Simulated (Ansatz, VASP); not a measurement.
One calculation of SiO2, two programs

POSCAR

```
SiO2
1.0
    4.1412033200      0.0000000000      0.0000000000
    0.0000000000      4.1412033200      0.0000000000
    0.0000000000      0.0000000000      2.6424670100
Si O
2 4
Direct
    0.0000000000      0.0000000000      0.0000000000
    0.5000000000      0.5000000000      0.5000000000
    0.3061500000      0.3061500000      0.0000000000
    0.1938500000      0.8061500000      0.5000000000
    0.6938500000      0.6938500000      0.0000000000
    0.8061500000      0.1938500000      0.5000000000
```

The input INCAR.step1:

```
SYSTEM = SiO2
ALGO = Normal ; EDIFF = 1E-4
ENCUT = 600 ; GGA = PE
ISMEAR = -5 ; LASPH = .True.
LCHARG = .False. ; LREAL = .False.
LWAVE = .True. ; NELM = 80
PREC = Accurate ; SIGMA = 0.1
```

Contents of INCAR.step2:

```
SYSTEM = SiO2
ALGO = Normal ; EDIFF = 1E-6
EDIFFG = -0.01 ; ENCUT = 600
IBRION = 2 ; ISIF = 3
ISMEAR = -5 ; ISTART = 1
LASPH = .True. ; LCHARG = .False.
LMIXTAU = .True. ; LREAL = .False.
LWAVE = .False. ; METAGGA = R2SCAN
NELM = 80 ; NSW = 60
PREC = Accurate ; SIGMA = 0.1
```

KPOINTS

```
k-points
0
Gamma
  4 4 7
  0 0 0
```

Input for Ansatz:

```yaml
crystal:
  lattice:
    - [4.14120332, 0.0, 0.0]
    - [0.0, 4.14120332, 0.0]
    - [0.0, 0.0, 2.64246701]
  atoms:
    - { symbol: Si, position: [0.0, 0.0, 0.0] }
    - { symbol: Si, position: [0.5, 0.5, 0.5] }
    - { symbol: O, position: [0.30615, 0.30615, 0.0] }
    - { symbol: O, position: [0.19385, 0.80615, 0.5] }
    - { symbol: O, position: [0.69385, 0.69385, 0.0] }
    - { symbol: O, position: [0.80615, 0.19385, 0.5] }
  symmetry: { tolerance: 0.0003 }
kpoints:
  mp_grid: { grid: [4, 4, 7], shift: [0, 0, 0] }
magnetization:
  spin_polarized: false
scf:
  occupations: { method: tetrahedron }
hamiltonian:
  pseudopotentials: { kind: paw }
  xc: r2scan
basis:
  ecutwfc: 500
output:
  forces: true
  stress: true
  eigenvalues: true
relax:
  max_steps: 40
  cell: {}
```

Alike in both runs: task relaxation of cell and atoms; functional r2SCAN; k mesh 4 × 4 × 7; occupations tetrahedron; no spin polarisation.

|  | VASP | Ansatz |
| --- | --- | --- |
| version | VASP 6.6.1 | Ansatz 0.2.0 |
| potentials or method | VASP PAW PBE potentials, release 64 (Si, O), cutoff 600 eV | PAW plane waves |
| valence electrons in the cell | 32 | 32 |

|  | VASP | Ansatz | Ansatz less VASP |
| --- | --- | --- | --- |
| gap on the k mesh at the Fermi level, each at its own relaxed structure (eV) | 6.50 | 6.51 | +0.011 |
| relaxed volume (Å³/atom) | 7.79 | 7.79 | +0.004 |
| relaxed cell length with the largest relative difference (Å) | 2.673 | 2.669 | -0.0038 |

VASP's potentials were made for PBE, not for r2SCAN. Ansatz's warnings: band table not solved further, forces under tetrahedra, tetrahedron derivatives may miss energy slope.
